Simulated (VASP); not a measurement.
The system is YSc.

```
CELL_PARAMETERS angstrom
3.52017 0.00000 0.00000
-1.76008 3.04855 0.00000
0.00000 0.00000 5.40412
ATOMIC_POSITIONS crystal
Y 0.00000 0.00000 0.00000
Sc 0.33333 0.66667 0.50000
```

- Program: VASP 6.6.1
- Task: relaxation of cell and atoms
- Functional: PBEsol
- Potentials or basis: VASP PAW PBE potentials, release 64 (Y_sv, Sc_sv)
- Cutoff: 600 eV
- k mesh: 7 × 7 × 4
- Occupations: gaussian, width 0.1 eV
- Spin: no spin polarisation

At the start: pressure -2.5 GPa; volume 29.00 Å³/atom.

Question: Where does the relaxation end?

Answer: Over 3 steps the energy falls by 13.1 meV/atom and the volume is 27.41 Å³/atom (-5.5 %); space group P-6m2 (No. 187, to 0.1 Å) before and after.

The path:
| step | energy change (eV) | largest force (eV/Å) | pressure (GPa) | volume (Å³) |
| --- | --- | --- | --- | --- |
| 1 | 0.0000 | 0.0000 | -2.54 | 57.99 |
| 2 | -0.0252 | 0.0000 | 0.56 | 54.21 |
| 3 | -0.0263 | 0.0000 | 0.02 | 54.81 |

Final structure:
```yaml
crystal:
  lattice:
    - [3.45224, 0.00000, 0.00000]
    - [-1.72612, 2.98973, 0.00000]
    - [0.00000, 0.00000, 5.31066]
  atoms:
    - { symbol: Y, position: [0.00000, 0.00000, 0.00000] }
    - { symbol: Sc, position: [0.33333, 0.66667, 0.50000] }
```

Caveat: the PAW data sets were made with another functional, which shifts forces and pressure a little.
